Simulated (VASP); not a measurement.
# Na2Sb (I4_1md) in VASP: single point with PBE

Aim: the single point of Na2Sb with PBE.

Everything below comes from runs of VASP 6.6.1. Logs are shortened: lines on timing, memory, paths and dates and some standing lists are left out, and cuts for length are marked.

## 1. The cell of the first run

The structure is tetragonal, space group I4_1md (No. 109). Conventional cell: a = 9.051 Å, b = 9.051 Å, c = 5.224 Å, α = 90.00°, β = 90.00°, γ = 90.00°. Na (site symmetry m) has 3 Sb at 3.10 to 3.17 Å and 5 Na at 3.45 to 3.54 Å within 4.1 Å. Within 4.1 Å of Sb (site symmetry 2mm) lie 6 Na at 3.10 to 3.17 Å.

## 2. Single point, PBE

Contents of INCAR:

```
PREC = Accurate
ENCUT = 520
EDIFF = 1E-7
ISMEAR = 0
SIGMA = 0.1
LREAL = False
LASPH = True
NELM = 100
ALGO = Normal
ISIF = 2
LWAVE = False
LCHARG = True
GGA = PE
LELF = True
LVHAR = True
NBANDS = 28
```

Contents of KPOINTS:

```
regular mesh
0
Gamma
  4 4 4
```

Contents of POSCAR:

```
Na2Sb
1.0
   -4.5256471421      4.5256471421      2.6121825400
    4.5256471421     -4.5256471421      2.6121825400
    4.5256471421      4.5256471421     -2.6121825400
Na Sb
4 2
Direct
    0.7687787848      0.5779655741      0.8091867893
    0.7687787848      0.9595919956      0.1908132107
    0.7095919956      1.0187787848      0.6908132107
    0.3279655741      1.0187787848      0.3091867893
    0.0266351649      0.5266351649      0.5000000000
    0.2766351649      0.2766351649      0.0000000000
```

Potentials or basis: VASP PAW PBE potentials, release 64 (Na_pv, Sb).

Run with:

```console
> cat potpaw_PBE.64/Na_pv/POTCAR potpaw_PBE.64/Sb/POTCAR > POTCAR
> mpirun -np 1 vasp_std > vasp.out
```

OUTCAR:

```text
PREC = Accurate
   ENCUT = 520
   EDIFF = 1E-7
   ISMEAR = 0
   LREAL = False
   LASPH = True
   NELM = 100
   ISIF = 2
   GGA = PE

 ion  position               nearest neighbor table
   1  0.769  0.578  0.809-   6 3.10   5 3.11   6 3.17
   2  0.769  0.960  0.191-   6 3.10   5 3.11   6 3.17
   3  0.710  0.019  0.691-   5 3.10   6 3.11   5 3.17
   4  0.328  0.019  0.309-   5 3.10   6 3.11   5 3.17
   5  0.027  0.527  0.500-   4 3.10   3 3.10   2 3.11   1 3.11   4 3.17   3 3.17
   6  0.277  0.277  0.000-   1 3.10   2 3.10   3 3.11   4 3.11   1 3.17   2 3.17

  LATTYP: Found a body centered tetragonal cell.
 ALAT       =     9.0512942842
 C/A-ratio  =     0.5771953619

  Lattice vectors:

 A1 = (  -4.5256471421,   4.5256471421,   2.6121825400)
 A2 = (   4.5256471421,  -4.5256471421,   2.6121825400)
 A3 = (   4.5256471421,   4.5256471421,  -2.6121825400)

Analysis of symmetry for initial positions (statically):
=====================================================================
 Subroutine PRICEL returns:
 Original cell was already a primitive cell.

 Routine SETGRP: Setting up the symmetry group for a
 body centered tetragonal supercell.

 Subroutine GETGRP returns: Found  8 space group operations
 (whereof  4 operations were pure point group operations)
 out of a pool of 16 trial point group operations.

The static configuration has the point symmetry C_2v.
 The point group associated with its full space group is C_4v.

Analysis of symmetry for dynamics (positions and initial velocities):
=====================================================================
 Subroutine PRICEL returns:
 Original cell was already a primitive cell.

 Routine SETGRP: Setting up the symmetry group for a
 body centered tetragonal supercell.

 Subroutine GETGRP returns: Found  8 space group operations
 (whereof  4 operations were pure point group operations)
 out of a pool of 16 trial point group operations.

The dynamic configuration has the point symmetry C_2v.
 The point group associated with its full space group is C_4v.

 Subroutine INISYM returns: Found  8 space group operations
 (whereof  4 operations are pure point group operations),
 and found     1 'primitive' translations

----------------------------------------------------------------------------------------

                                     Primitive cell

  volume of cell :     214.0055

  direct lattice vectors                    reciprocal lattice vectors
    -4.525647142  4.525647142  2.612182540     0.000000000  0.110481437  0.191410819
     4.525647142 -4.525647142  2.612182540     0.110481437  0.000000000  0.191410819
     4.525647142  4.525647142 -2.612182540     0.110481437  0.110481437  0.000000000

  length of vectors
     6.912775255  6.912775255  6.912775255     0.221007352  0.221007352  0.156244347

  position of ions in fractional coordinates (direct lattice)
     0.768778785  0.577965574  0.809186789
     0.768778785  0.959591996  0.190813211
     0.709591996  0.018778785  0.690813211
     0.327965574  0.018778785  0.309186789
     0.026635165  0.526635165  0.500000000
     0.276635165  0.276635165  0.000000000

  ion indices of the primitive-cell ions
   primitive index   ion index
                 1           1
                 2           2
                 3           3
                 4           4
                 5           5
                 6           6

----------------------------------------------------------------------------------------

 KPOINTS: regular mesh

Automatic generation of k-mesh.
 Grid dimensions read from file:
 generate k-points for:    4    4    4

 Generating k-lattice:

  Cartesian coordinates                     Fractional coordinates (reciprocal lattice)
     0.000000000  0.027620359  0.047852705     0.250000000  0.000000000  0.000000000
     0.027620359  0.000000000  0.047852705     0.000000000  0.250000000  0.000000000
     0.027620359  0.027620359  0.000000000     0.000000000  0.000000000  0.250000000

  Length of vectors
     0.055251838  0.055251838  0.039061087

  Shift w.r.t. Gamma in fractional coordinates (k-lattice)
     0.000000000  0.000000000  0.000000000

 Subroutine IBZKPT returns following result:
 ===========================================

 Found     13 irreducible k-points:

 Following reciprocal coordinates:
            Coordinates               Weight
  0.000000  0.000000  0.000000      1.000000
  0.250000  0.000000  0.000000      8.000000
  0.500000  0.000000  0.000000      4.000000
  0.250000  0.250000  0.000000      8.000000
  0.500000  0.250000  0.000000     16.000000
 -0.250000  0.250000  0.000000      4.000000
  0.500000  0.500000  0.000000      2.000000
  0.250000  0.250000  0.250000      2.000000
 -0.250000  0.250000  0.250000      4.000000
  0.500000  0.500000  0.250000      4.000000
 -0.250000  0.500000  0.250000      8.000000
 -0.250000 -0.250000  0.250000      2.000000
  0.500000  0.500000  0.500000      1.000000
   k-points           NKPTS =     13   k-points in BZ     NKDIM =     13   number of bands    NBANDS=     28
   number of dos      NEDOS =    301   number of ions     NIONS =      6
   total plane-waves  NPLWV = 157464
   dimension x,y,z NGX =    54 NGY =   54 NGZ =   54
   dimension x,y,z NGXF=   108 NGYF=  108 NGZF=  108
   ions per type =               4   2
   NGX,Y,Z   is equivalent  to a cutoff of  12.99, 12.99, 12.99 a.u.
   NGXF,Y,Z  is equivalent  to a cutoff of  25.97, 25.97, 25.97 a.u.
 SYSTEM =  unknown system
   PREC   = accura    normal or accurate (medium, high low for compatibility)
   ISTART =      0    job   : 0-new  1-cont  2-samecut
   ICHARG =      2    charge: 1-file 2-atom 10-const
   ISPIN  =      1    spin polarized calculation?
   LNONCOLLINEAR =      F non collinear calculations
   LSORBIT =      F    spin-orbit coupling
   LASPH  =      T    aspherical Exc in radial PAW
   ENCUT  =  520.0 eV  38.22 Ry    6.18 a.u.  12.85 12.85 12.85*2*pi/ulx,y,z
   NELM   =    100;   NELMIN=  2; NELMDL= -5     # of ELM steps
   EDIFF  = 0.1E-06   stopping-criterion for ELM
   LREAL  =      F    real-space projection
   EDIFFG = 0.1E-05   stopping-criterion for IOM
   NSW    =      0    number of steps for IOM
   IBRION =     -1    ionic relax: 0-MD 1-quasi-New 2-CG
   NFREE  =      0    steps in history (QN), initial steepest desc. (CG)
   ISIF   =      2    stress and relaxation
   ISYM   =      2    0-nonsym 1-usesym 2-fastsym
   POTIM  = 0.5000    time-step for ionic-motion
   TEBEG  =    0.0;   TEEND  =   0.0 temperature during run
   PSTRESS=    0.0 pullay stress
   NELECT =      38.0000    total number of electrons
   NUPDOWN=      -1.0000    fix difference up-down
   EMIN   =  10.00;   EMAX   =-10.00  energy-range for DOS
   EFERMI =   0.00;   METHOD = LEGACY
   ISMEAR =     0;   SIGMA  =   0.10  broadening in eV -4-tet -1-fermi 0-gaus
   EFERMI_NEDOS =   21; number of points for ismear=-14 and -15
   IALGO  =     38    algorithm
   IMIX   =      4    mixing-type and parameters
     AMIX     =   0.40;   BMIX     =  1.00
     AMIX_MAG =   1.60;   BMIX_MAG =  1.00
  volume/ion in A,a.u.               =      35.67       240.70
  Fermi-wavevector in a.u.,A,eV,Ry     =   0.920155  1.738841 11.519856  0.846686
  Thomas-Fermi vector in A             =   2.045429
   LORBIT       =      0    0 simple, 1 ext, 2 COOP (PROOUT), +10 PAW based schemes
   GGA     = PE    functional components
   LHFCALC =     F    Hartree Fock is set to
   AEXX    =    0.0000 exact exchange contribution
   IVDW    =     0    specifies the selected vdW correction
   LEPSILON=     F    determine dielectric tensor
   LRPA    =     F    only Hartree local field effects (RPA)
 non-spin polarized calculation
 Gauss-broadening in eV      SIGMA  =   0.10
  energy-cutoff  :      520.00
  volume of cell :      214.01
 maximum number of plane-waves:      5842
 NGX is ok and might be reduce to    54
   NGX = 25   NGY = 25   NGZ = 25

 number of electron      38.0000020 magnetization

 Free energy of the ion-electron system (eV)
  ---------------------------------------------------
  ext. energy  EPLUGINS =         0.00000000
  ---------------------------------------------------
  free energy    TOTEN  =       -13.99549307 eV

  energy without entropy =      -13.95383513  energy(sigma->0) =      -13.97466410

 E-fermi :   1.1346     XC(G=0):  -7.1423

 val. band max:        1.1183117060   @ k =   0.5000   0.0000   0.0000
 cond. band min:       1.1625999418   @ k =   0.2500   0.2500   0.0000
 fundamental gap:      0.0442882358
 Fermi energy:         1.1345892304

 k-point     1 :       0.0000    0.0000    0.0000
  band No.  band energies     occupation
      1     -22.9699      2.00000
      2     -22.9626      2.00000
      3     -22.9626      2.00000
      4     -22.9478      2.00000
      5     -22.9429      2.00000
      6     -22.9088      2.00000
[... 20 lines left out ...]
     27       5.9927      0.00000
     28       6.3009      0.00000

 k-point     2 :       0.2500    0.0000    0.0000
  band No.  band energies     occupation
      1     -22.9685      2.00000
      2     -22.9626      2.00000
      3     -22.9610      2.00000
      4     -22.9451      2.00000
      5     -22.9436      2.00000
      6     -22.9143      2.00000
[... 20 lines left out ...]
     27       6.6348      0.00000
     28       7.0816      0.00000

 k-point     3 :       0.5000    0.0000    0.0000
  band No.  band energies     occupation
      1     -22.9676      2.00000
      2     -22.9627      2.00000
      3     -22.9578      2.00000
      4     -22.9484      2.00000
      5     -22.9375      2.00000
      6     -22.9210      2.00000
[... 20 lines left out ...]
     27       6.3239      0.00000
     28       6.9440      0.00000

 k-point     4 :       0.2500    0.2500    0.0000
  band No.  band energies     occupation
      1     -22.9671      2.00000
      2     -22.9628      2.00000
      3     -22.9581      2.00000
      4     -22.9485      2.00000
      5     -22.9376      2.00000
      6     -22.9205      2.00000
[... 20 lines left out ...]
     27       6.9794      0.00000
     28       7.3879      0.00000

 k-point     5 :       0.5000    0.2500    0.0000
  band No.  band energies     occupation
      1     -22.9673      2.00000
      2     -22.9641      2.00000
      3     -22.9565      2.00000
      4     -22.9492      2.00000
      5     -22.9352      2.00000
      6     -22.9230      2.00000
[... 20 lines left out ...]
     27       6.4265      0.00000
     28       7.0056      0.00000

 k-point     6 :      -0.2500    0.2500    0.0000
  band No.  band energies     occupation
      1     -22.9688      2.00000
      2     -22.9638      2.00000
      3     -22.9599      2.00000
      4     -22.9454      2.00000
      5     -22.9421      2.00000
      6     -22.9162      2.00000
[... 20 lines left out ...]
     27       6.4478      0.00000
     28       7.0772      0.00000

 k-point     7 :       0.5000    0.5000    0.0000
  band No.  band energies     occupation
      1     -22.9665      2.00000
      2     -22.9665      2.00000
      3     -22.9523      2.00000
      4     -22.9523      2.00000
      5     -22.9293      2.00000
      6     -22.9293      2.00000
[... 20 lines left out ...]
     27       6.8218      0.00000
     28       6.8218      0.00000

 k-point     8 :       0.2500    0.2500    0.2500
  band No.  band energies     occupation
      1     -22.9661      2.00000
      2     -22.9661      2.00000
      3     -22.9530      2.00000
      4     -22.9530      2.00000
      5     -22.9288      2.00000
      6     -22.9288      2.00000
[... 20 lines left out ...]
     27       7.4167      0.00000
     28       7.4167      0.00000

 k-point     9 :      -0.2500    0.2500    0.2500
  band No.  band energies     occupation
      1     -22.9670      2.00000
      2     -22.9625      2.00000
      3     -22.9593      2.00000
      4     -22.9474      2.00000
      5     -22.9385      2.00000
      6     -22.9193      2.00000
[... 20 lines left out ...]
     27       6.7258      0.00000
     28       6.8359      0.00000

 k-point    10 :       0.5000    0.5000    0.2500
  band No.  band energies     occupation
      1     -22.9639      2.00000
      2     -22.9639      2.00000
      3     -22.9535      2.00000
      4     -22.9535      2.00000
      5     -22.9289      2.00000
      6     -22.9289      2.00000
[... 20 lines left out ...]
     27       6.9659      0.00000
     28       6.9659      0.00000

 k-point    11 :      -0.2500    0.5000    0.2500
  band No.  band energies     occupation
      1     -22.9645      2.00000
      2     -22.9612      2.00000
      3     -22.9577      2.00000
      4     -22.9506      2.00000
      5     -22.9351      2.00000
      6     -22.9225      2.00000
[... 20 lines left out ...]
     27       6.4366      0.00000
     28       6.6533      0.00000

 k-point    12 :      -0.2500   -0.2500    0.2500
  band No.  band energies     occupation
      1     -22.9656      2.00000
      2     -22.9612      2.00000
      3     -22.9612      2.00000
      4     -22.9468      2.00000
      5     -22.9422      2.00000
      6     -22.9148      2.00000
[... 20 lines left out ...]
     27       6.6915      0.00000
     28       6.8251      0.00000

 k-point    13 :       0.5000    0.5000    0.5000
  band No.  band energies     occupation
      1     -22.9597      2.00000
      2     -22.9597      2.00000
      3     -22.9561      2.00000
      4     -22.9561      2.00000
      5     -22.9285      2.00000
      6     -22.9285      2.00000
[... 20 lines left out ...]
     27       7.1049      0.00000
     28       7.1049      0.00000

------------------------ aborting loop because EDIFF is reached ----------------------------------------

  FORCE on cell =-STRESS in cart. coord.  units (eV):
  Direction    XX          YY          ZZ          XY          YZ          ZX
  --------------------------------------------------------------------------------------
  -------------------------------------------------------------------------------------
  Total        0.0661720      0.0661720      0.0947747      0.0000000      0.0000000      0.0000000
  in kB        0.4954046      0.4954046      0.7095420      0.0000000      0.0000000      0.0000000
  external PRESSURE =       0.5667837 kB  Pullay stress =       0.0000000 kB

 VOLUME and BASIS-vectors are now :
 -----------------------------------------------------------------------------
  energy-cutoff  :      520.00
  volume of cell :      214.01
      direct lattice vectors                 reciprocal lattice vectors
    -4.525647142  4.525647142  2.612182540     0.000000000  0.110481437  0.191410819
     4.525647142 -4.525647142  2.612182540     0.110481437  0.000000000  0.191410819
     4.525647142  4.525647142 -2.612182540     0.110481437  0.110481437  0.000000000

 POSITION                                       TOTAL-FORCE (eV/Angst)
 -----------------------------------------------------------------------------------
      2.79854      4.52565      1.40420         0.003909      0.000000     -0.002612
      1.72711     -0.00000      4.01638        -0.003909      0.000000     -0.002612
     -0.00000      6.25275      0.09811         0.000000     -0.003909     -0.002612
      0.00000      2.79854      0.09811        -0.000000      0.003909     -0.002612
      4.52565      0.00000      0.13915        -0.000000      0.000000      0.005225
      0.00000      0.00000      1.44524        -0.000000      0.000000      0.005225
 -----------------------------------------------------------------------------------
    total drift:                                0.000001      0.000001     -0.000406

  FREE ENERGIE OF THE ION-ELECTRON SYSTEM (eV)
  ---------------------------------------------------
  free  energy   TOTEN  =       -13.9954930693 eV

  energy  without entropy=      -13.9538351298  energy(sigma->0) =      -13.97466410
```

It took 75 s on 1 thread of AMD EPYC 9R14 (Zen 4), shared host; peak memory 0.37 GiB.

Results:

```
Free energy            : -13.9955 eV
Pressure               : 0.1 GPa
Largest force          : 0.005 eV/Å
Band gap on the k mesh : zero (band 19 reaches 1.66 eV, above the bottom of band 20 at 0.85 eV)
```

Forces on the atoms (eV/Å):
```
Na   0.004  0.000 -0.003
Na  -0.004  0.000 -0.003
Na   0.000 -0.004 -0.003
Na   0.000  0.004 -0.003
Sb   0.000  0.000  0.005
Sb   0.000  0.000  0.005
```

Caveat: spin-orbit coupling is left out, which moves the levels of the heavy elements.
